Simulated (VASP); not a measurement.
# Pd (P6/mmm) in VASP: single point with PBE

Aim: the single point of Pd with PBE.

All numbers are computed with VASP 6.6.1; they aren't measurements. Logs are shortened: lines on timing, memory, paths and dates and some standing lists are left out, and cuts for length are marked.

## 1. The cell of the first run

The structure is hexagonal, space group P6/mmm (No. 191). The conventional cell has a = 2.250 Å, b = 2.250 Å, c = 2.158 Å, α = 90.00°, β = 90.00°, γ = 120.00°. Within 2.9 Å of Pd (site symmetry 6/mmm) lie 8 Pd at 2.16 to 2.25 Å.

This isn't the form of Pd at room conditions, which is fcc.

## 2. Single point, PBE

The input, INCAR:

```
SYSTEM = Pd
ALGO     = Normal         ! electronic algorithm
EDIFF    = 1E-6           ! SCF threshold, eV
ENCUT    = 630            ! plane-wave cutoff, eV
GGA      = PE             ! functional
GGA_COMPAT= .FALSE.      
ISIF     = 2              ! what is computed and relaxed
ISMEAR   = -1             ! smearing method
LASPH    = .TRUE.         ! aspherical terms in the spheres
LCHARG   = .FALSE.        ! write CHGCAR
LREAL    = .FALSE.        ! projectors in reciprocal space
LWAVE    = .FALSE.        ! write WAVECAR
NBANDS   = 15             ! bands
NELM     = 120            ! most SCF steps
PREC     = Accurate       ! precision mode
SIGMA    = 0.05           ! smearing width, eV
```

The input, KPOINTS:

```
k-points
0
G
  19 19 18
  0 0 0
```

The input, POSCAR:

```
Pd
1.0
    2.2502401532      0.0000000000      0.0000000000
   -1.1251200766      1.9487651373      0.0000000000
    0.0000000000      0.0000000000      2.1577526687
Pd
1
Direct
    0.0000000000      0.0000000000      0.0000000000
```

Potentials or basis: VASP PAW PBE potentials, release 64 (Pd_sv_GW).

Command:

```sh
$ cat potpaw_PBE.64/Pd_sv_GW/POTCAR > POTCAR
$ mpirun -np 1 vasp_std > vasp.out
```

OUTCAR:

```text
SYSTEM = Pd
   EDIFF = 1E-6
   ENCUT = 630
   GGA = PE
   ISIF = 2
   ISMEAR = -1
   LASPH = .TRUE.
   LREAL = .FALSE.
   NELM = 120
   PREC = Accurate

 ion  position               nearest neighbor table
   1  0.000  0.000  0.000-

  LATTYP: Found a hexagonal cell.
 ALAT       =     2.2502401532
 C/A-ratio  =     0.9588988383

  Lattice vectors:

 A1 = (   2.2502401532,   0.0000000000,   0.0000000000)
 A2 = (  -1.1251200766,   1.9487651373,   0.0000000000)
 A3 = (   0.0000000000,   0.0000000000,   2.1577526687)

Analysis of symmetry for initial positions (statically):
=====================================================================
 Subroutine PRICEL returns:
 Original cell was already a primitive cell.

 Routine SETGRP: Setting up the symmetry group for a
 hexagonal supercell.

 Subroutine GETGRP returns: Found 24 space group operations
 (whereof 24 operations were pure point group operations)
 out of a pool of 24 trial point group operations.

The static configuration has the point symmetry D_6h.

Analysis of symmetry for dynamics (positions and initial velocities):
=====================================================================
 Subroutine PRICEL returns:
 Original cell was already a primitive cell.

 Routine SETGRP: Setting up the symmetry group for a
 hexagonal supercell.

 Subroutine GETGRP returns: Found 24 space group operations
 (whereof 24 operations were pure point group operations)
 out of a pool of 24 trial point group operations.

The dynamic configuration has the point symmetry D_6h.

 Subroutine INISYM returns: Found 24 space group operations
 (whereof 24 operations are pure point group operations),
 and found     1 'primitive' translations

----------------------------------------------------------------------------------------

                                     Primitive cell

  volume of cell :       9.4622

  direct lattice vectors                    reciprocal lattice vectors
     2.250240153  0.000000000  0.000000000     0.444397012  0.256572734  0.000000000
    -1.125120077  1.948765137  0.000000000     0.000000000  0.513145469  0.000000000
     0.000000000  0.000000000  2.157752669     0.000000000  0.000000000  0.463445146

  length of vectors
     2.250240153  2.250240153  2.157752669     0.513145469  0.513145469  0.463445146

  position of ions in fractional coordinates (direct lattice)
     0.000000000  0.000000000  0.000000000

  ion indices of the primitive-cell ions
   primitive index   ion index
                 1           1

----------------------------------------------------------------------------------------

 KPOINTS: k-points

Automatic generation of k-mesh.
 Grid dimensions read from file:
 generate k-points for:   19   19   18

 Generating k-lattice:

  Cartesian coordinates                     Fractional coordinates (reciprocal lattice)
     0.023389316  0.013503828  0.000000000     0.052631579  0.000000000  0.000000000
     0.000000000  0.027007656  0.000000000     0.000000000  0.052631579  0.000000000
     0.000000000  0.000000000  0.025746953     0.000000000  0.000000000  0.055555556

  Length of vectors
     0.027007656  0.027007656  0.025746953

  Shift w.r.t. Gamma in fractional coordinates (k-lattice)
     0.000000000  0.000000000  0.000000000

 Subroutine IBZKPT returns following result:
 ===========================================

 Found    400 irreducible k-points:

 Following reciprocal coordinates:
            Coordinates               Weight
  0.000000  0.000000  0.000000      1.000000
  0.052632  0.000000  0.000000      6.000000
  0.105263  0.000000  0.000000      6.000000
  0.157895  0.000000  0.000000      6.000000
  0.210526  0.000000  0.000000      6.000000
  0.263158  0.000000  0.000000      6.000000
[... 16 lines left out ...]
  0.263158  0.105263  0.000000     12.000000
  0.315789  0.105263  0.000000     12.000000
 [... further k-points ...]
   k-points           NKPTS =    400   k-points in BZ     NKDIM =    400   number of bands    NBANDS=     15
   number of dos      NEDOS =    301   number of ions     NIONS =      1
   total plane-waves  NPLWV =   5832
   dimension x,y,z NGX =    18 NGY =   18 NGZ =   18
   dimension x,y,z NGXF=    36 NGYF=   36 NGZF=   36
   ions per type =               1
   NGX,Y,Z   is equivalent  to a cutoff of  13.30, 13.30, 13.87 a.u.
   NGXF,Y,Z  is equivalent  to a cutoff of  26.60, 26.60, 27.74 a.u.
 SYSTEM =  Pd
   PREC   = accura    normal or accurate (medium, high low for compatibility)
   ISTART =      0    job   : 0-new  1-cont  2-samecut
   ICHARG =      2    charge: 1-file 2-atom 10-const
   ISPIN  =      1    spin polarized calculation?
   LNONCOLLINEAR =      F non collinear calculations
   LSORBIT =      F    spin-orbit coupling
   LASPH  =      T    aspherical Exc in radial PAW
   ENCUT  =  630.0 eV  46.30 Ry    6.80 a.u.   4.61  4.61  4.42*2*pi/ulx,y,z
   NELM   =    120;   NELMIN=  2; NELMDL= -5     # of ELM steps
   EDIFF  = 0.1E-05   stopping-criterion for ELM
   LREAL  =      F    real-space projection
   EDIFFG = 0.1E-04   stopping-criterion for IOM
   NSW    =      0    number of steps for IOM
   IBRION =     -1    ionic relax: 0-MD 1-quasi-New 2-CG
   NFREE  =      0    steps in history (QN), initial steepest desc. (CG)
   ISIF   =      2    stress and relaxation
   ISYM   =      2    0-nonsym 1-usesym 2-fastsym
   POTIM  = 0.5000    time-step for ionic-motion
   TEBEG  =    0.0;   TEEND  =   0.0 temperature during run
   PSTRESS=    0.0 pullay stress
   NELECT =      18.0000    total number of electrons
   NUPDOWN=      -1.0000    fix difference up-down
   EMIN   =  10.00;   EMAX   =-10.00  energy-range for DOS
   EFERMI =   0.00;   METHOD = LEGACY
   ISMEAR =    -1;   SIGMA  =   0.05  broadening in eV -4-tet -1-fermi 0-gaus
   EFERMI_NEDOS =   21; number of points for ismear=-14 and -15
   IALGO  =     38    algorithm
   IMIX   =      4    mixing-type and parameters
     AMIX     =   0.40;   BMIX     =  1.00
     AMIX_MAG =   1.60;   BMIX_MAG =  1.00
  volume/ion in A,a.u.               =       9.46        63.85
  Fermi-wavevector in a.u.,A,eV,Ry     =   2.028472  3.833256 55.983866  4.114698
  Thomas-Fermi vector in A             =   3.036955
   LORBIT       =      0    0 simple, 1 ext, 2 COOP (PROOUT), +10 PAW based schemes
   GGA     = PE    functional components
   LHFCALC =     F    Hartree Fock is set to
   AEXX    =    0.0000 exact exchange contribution
   IVDW    =     0    specifies the selected vdW correction
   LEPSILON=     F    determine dielectric tensor
   LRPA    =     F    only Hartree local field effects (RPA)
 non-spin polarized calculation
  energy-cutoff  :      630.00
  volume of cell :        9.46
 maximum number of plane-waves:       354
   NGX =  9   NGY =  9   NGZ =  9

 number of electron      18.0000005 magnetization

 Free energy of the ion-electron system (eV)
  ---------------------------------------------------
  ext. energy  EPLUGINS =         0.00000000
  ---------------------------------------------------
  free energy    TOTEN  =         0.92639650 eV

  energy without entropy =        0.93004409  energy(sigma->0) =        0.92822030

 E-fermi :  17.4763     XC(G=0): -16.5292

 val. band max:       17.4737307376   @ k =   0.2105   0.0000   0.0000
 cond. band min:      17.4934119541   @ k =   0.3684   0.0526   0.3333
 fundamental gap:      0.0196812166
 Fermi energy:        17.4763103263

 k-point     1 :       0.0000    0.0000    0.0000
  band No.  band energies     occupation
      1     -69.1974      2.00000
      2     -33.6873      2.00000
      3     -33.6873      2.00000
      4     -33.6285      2.00000
      5       6.4084      2.00000
      6       7.0460      2.00000
      7      11.4088      2.00000
      8      11.4088      2.00000
      9      17.8305      0.00168
     10      17.8305      0.00168
     11      33.6195      0.00000
     12      37.1275      0.00000
     13      45.0851      0.00000
     14      45.0851      0.00000
     15      49.6323      0.00000

 k-point     2 :       0.0526    0.0000    0.0000
  band No.  band energies     occupation
      1     -69.1854      2.00000
      2     -33.7556      2.00000
      3     -33.7026      2.00000
      4     -33.6211      2.00000
      5       6.5810      2.00000
      6       7.1042      2.00000
      7      11.2799      2.00000
      8      11.5494      2.00000
      9      17.6767      0.03572
     10      17.8043      0.00283
     11      33.9395      0.00000
     12      37.4240      0.00000
     13      44.1258      0.00000
     14      44.7260      0.00000
     15      50.0538      0.00000

 k-point     3 :       0.1053    0.0000    0.0000
  band No.  band energies     occupation
      1     -69.1503      2.00000
      2     -33.9510      2.00000
      3     -33.7466      2.00000
      4     -33.5994      2.00000
      5       7.0370      2.00000
      6       7.2994      2.00000
      7      10.9581      2.00000
      8      11.9650      2.00000
      9      17.2513      1.97804
     10      17.7290      0.01270
     11      34.8121      0.00000
     12      38.2677      0.00000
     13      42.2328      0.00000
     14      43.8071      0.00000
     15      50.1054      0.00000

 k-point     4 :       0.1579    0.0000    0.0000
  band No.  band energies     occupation
      1     -69.0957      2.00000
      2     -34.2483      2.00000
      3     -33.8140      2.00000
      4     -33.5658      2.00000
      5       7.4448      2.00000
      6       7.7858      2.00000
      7      10.6694      2.00000
      8      12.6365      2.00000
      9      16.6421      2.00000
     10      17.6141      0.11944
     11      35.8888      0.00000
     12      39.5360      0.00000
     13      40.3746      0.00000
     14      42.5889      0.00000
     15      49.4123      0.00000
[... 307 lines left out ...]
 k-point    22 :       0.2105    0.1053    0.0000
  band No.  band energies     occupation
      1     -68.9286      2.00000
      2     -35.0443      2.00000
      3     -34.0907      2.00000
      4     -33.4633      2.00000
      5       8.2377      2.00000
      6       8.5979      2.00000
      7      10.8980      2.00000
      8      15.1818      2.00000
      9      15.6731      2.00000
     10      17.1190      1.99842
     11      34.7489      0.00000
     12      37.0565      0.00000
     13      42.6555      0.00000
     14      43.3317      0.00000
     15      45.8626      0.00000

 k-point    23 :       0.2632    0.1053    0.0000
  band No.  band energies     occupation
      1     -68.8583      2.00000
      2     -35.3665      2.00000
      3     -34.1995      2.00000
      4     -33.4206      2.00000
      5       8.0253      2.00000
      6       8.6848      2.00000
      7      12.1668      2.00000
      8      14.6451      2.00000
      9      16.9286      1.99997
     10      17.1068      1.99877
     11      32.9150      0.00000
     12      36.1713      0.00000
     13      41.7000      0.00000
     14      44.6470      0.00000
     15      46.6985      0.00000

 k-point    24 :       0.3158    0.1053    0.0000
  band No.  band energies     occupation
      1     -68.7971      2.00000
      2     -35.6407      2.00000
      3     -34.2927      2.00000
      4     -33.3835      2.00000
      5       7.6024      2.00000
      6       9.0111      2.00000
      7      13.4735      2.00000
      8      14.2077      2.00000
      9      16.7670      2.00000
     10      18.5249      0.00000
     11      31.1976      0.00000
     12      35.1721      0.00000
     13      40.4546      0.00000
     14      45.3914      0.00000
     15      47.9959      0.00000

 [... further k-points ...]

------------------------ aborting loop because EDIFF is reached ----------------------------------------

  FORCE on cell =-STRESS in cart. coord.  units (eV):
  Direction    XX          YY          ZZ          XY          YZ          ZX
  --------------------------------------------------------------------------------------
  -------------------------------------------------------------------------------------
  Total       20.7185995     20.7185995     20.6872578      0.0000000     -0.0000000      0.0000000
  in kB     3508.1725231   3508.1725232   3502.8656004      0.0000000     -0.0000000      0.0000000
  external PRESSURE =    3506.4035489 kB  Pullay stress =       0.0000000 kB

 VOLUME and BASIS-vectors are now :
 -----------------------------------------------------------------------------
  energy-cutoff  :      630.00
  volume of cell :        9.46
      direct lattice vectors                 reciprocal lattice vectors
     2.250240153  0.000000000  0.000000000     0.444397012  0.256572734  0.000000000
    -1.125120077  1.948765137  0.000000000     0.000000000  0.513145469  0.000000000
     0.000000000  0.000000000  2.157752669     0.000000000  0.000000000  0.463445146

 POSITION                                       TOTAL-FORCE (eV/Angst)
 -----------------------------------------------------------------------------------
      0.00000      0.00000      0.00000         0.000000      0.000000      0.000000
 -----------------------------------------------------------------------------------
    total drift:                               -0.000000      0.000000      0.000000

  FREE ENERGIE OF THE ION-ELECTRON SYSTEM (eV)
  ---------------------------------------------------
  free  energy   TOTEN  =         0.9263965011 eV

  energy  without entropy=        0.9300440937  energy(sigma->0) =        0.92822030
```

Wall time 25 s (1 thread of Intel Xeon 6975P-C (Granite Rapids), shared host); peak memory 0.21 GiB.

Results:

| Quantity | Value |
| --- | --- |
| Free energy | 0.9264 eV |
| Pressure | 350.6 GPa |
| Band gap on the k mesh | zero (bands 9 and 10 overlap by 5.60 eV) |

Stress tensor (GPa, compression positive):
```
350.82   0.00   0.00
  0.00 350.82   0.00
  0.00   0.00 350.29
```

Levels at points of the mesh, in eV from the Fermi level:
```tsv
k point	band 5	band 6	band 7	band 8	band 9	band 10	band 11	band 12	band 13	band 14
(0.00, 0.00, 0.00)	-11.07	-10.43	-6.07	-6.07	0.35	0.35	16.14	19.65	27.61	27.61
(0.00, 0.00, 0.50)	-8.41	-5.20	-5.20	-3.34	-3.34	-2.01	9.91	19.95	24.70	24.70
```

Caveat: the cell stands under pressure.
